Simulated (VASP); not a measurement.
A run of VASP 6.6.1 is set up as follows.

File INCAR:

```
SYSTEM = Ta
PREC = Accurate ; ENCUT = 600
EDIFF = 1E-6 ; ISMEAR = 0
SIGMA = 0.1 ; LREAL = .False.
LASPH = .True. ; NELM = 60
ALGO = Normal ; ISIF = 3
LWAVE = .False. ; LCHARG = .False.
GGA = PE ; IBRION = 2
NSW = 100 ; EDIFFG = -0.01
```

The input KPOINTS:

```
regular mesh
0
Gamma
  24 24 24
  0 0 0
```

POSCAR

```
Ta
1.0
   -1.6577055218      1.6577055218      1.6577055218
    1.6577055218     -1.6577055218      1.6577055218
    1.6577055218      1.6577055218     -1.6577055218
Ta
1
Direct
    0.0000000000      0.0000000000      0.0000000000
```

Potentials or basis: VASP PAW PBE potentials, release 64 (Ta_pv).

Command:

```sh
$ cat potpaw_PBE.64/Ta_pv/POTCAR > POTCAR
$ mpirun -np 1 vasp_std > vasp.out
```

(1) Estimate the space group after relaxing (to 0.05 Å).

(2) What does it give for the relaxed cell?

Answers

(1) Im-3m (No. 229).

(2) a = 2.875 Å, b = 2.875 Å, c = 2.875 Å, α = 109.47°, β = 109.47°, γ = 109.47°.
